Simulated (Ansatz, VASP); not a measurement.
MgW in VASP and in Ansatz

```
CELL_PARAMETERS angstrom
4.63814 0.00000 0.00000
0.00000 5.60937 0.00000
0.02809 0.00000 4.87591
ATOMIC_POSITIONS crystal
W 0.00000 0.07611 0.25000
W 0.00000 0.92389 0.75000
Mg 0.50000 0.78818 0.25000
Mg 0.50000 0.21182 0.75000
```

Alike in both runs: functional PBEsol; k mesh 5 × 5 × 5; occupations fermi-dirac, width 0.1244 eV; no spin polarisation.

Ansatz relaxed the structure, and its values are those at the end. VASP's run is a single point on that final structure, the one shown.

```csv
,VASP,Ansatz
version,VASP 6.6.1,Ansatz 0.2.0
potentials or method,"VASP PAW PBE potentials, release 64 (W_sv, Mg), cutoff 520 eV",PAW plane waves
valence electrons in the cell,32,48
```

Ansatz gave:

- pressure (GPa): -11.1
- rms of the force components (eV/Å): 0.001

Estimate VASP's values.

pressure (GPa): -11.1; rms of the force components (eV/Å): 0.011.

VASP's potentials were made for PBE, not for PBEsol. VASP's potentials hold 32 valence electrons a cell and Ansatz's 48, so a difference there can come from the potentials and not from the codes. Ansatz's warnings: stress scf threshold loose.

Spin-orbit coupling is off throughout.
